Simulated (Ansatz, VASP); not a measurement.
## One calculation of CdS, two programs

```
CELL_PARAMETERS angstrom
0.00000 2.91217 2.91217
2.91217 0.00000 2.91217
2.91217 2.91217 0.00000
ATOMIC_POSITIONS crystal
Cd 0.00000 0.00000 0.00000
S 0.75000 0.75000 0.75000
```

Alike in both runs: task single point; functional PBEsol; k mesh 4 × 4 × 4; occupations gaussian, width 0.02 eV; no spin polarisation.

```csv
,VASP,Ansatz
version,VASP 6.6.1,Ansatz 0.2.0
potentials or method,"VASP PAW PBE potentials, release 64 (Cd, S), cutoff 500 eV","scalar-relativistic, plane waves, PAW"
valence electrons in the cell,18,26
```

|  | VASP | Ansatz | Ansatz less VASP |
| --- | --- | --- | --- |
| gap on the k mesh at the Fermi level (eV) | 1.00 | 1.00 | -0.006 |
| least direct gap on the mesh (eV) | 1.00 | 1.00 | -0.006 |
| pressure (GPa) | 0.6 | 0.2 | -0.37 |

VASP's potentials were made for PBE, not for PBEsol, and Ansatz warns of the same on its side. VASP's potentials hold 18 valence electrons a cell and Ansatz's 26, so a difference there can come from the potentials and not from the codes.

The k mesh is coarse, so the values compare programs but aren't converged.
